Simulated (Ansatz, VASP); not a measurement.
# Two plane-wave programs on TaN

```
Ta N
1.0
     2.93800    0.00000    0.00000
    -1.46900    2.54438    0.00000
     0.00000    0.00000    2.88300
Ta N
1 1
Direct
  0.33333 0.66667 0.50000
  0.00000 0.00000 0.00000
```

Alike in both runs: task single point; functional LDA; k mesh 5 × 5 × 5; occupations gaussian, width 0.15 eV; no spin polarisation.

|  | VASP | Ansatz |
| --- | --- | --- |
| version | VASP 6.6.1 | Ansatz 0.2.0 |
| potentials or method | VASP PAW LDA potentials, release 64 (Ta_sv_GW, N_h), cutoff 1330 eV | plane waves, PAW |
| valence electrons in the cell | 18 | 18 |

|  | VASP | Ansatz | Ansatz less VASP |
| --- | --- | --- | --- |
| pressure (GPa) | -10.3 | -11.7 | -1.33 |
| traceless stress, the component that is largest in VASP (GPa) | -0.93 | -1.53 | -0.595 |

LDA's correlation is that of Perdew and Zunger in VASP and of Perdew and Wang (1992) in Ansatz. Ansatz's warnings: stress scf threshold loose.

The k mesh is coarse, so the values compare programs but aren't converged. Neither program's run includes spin-orbit coupling.
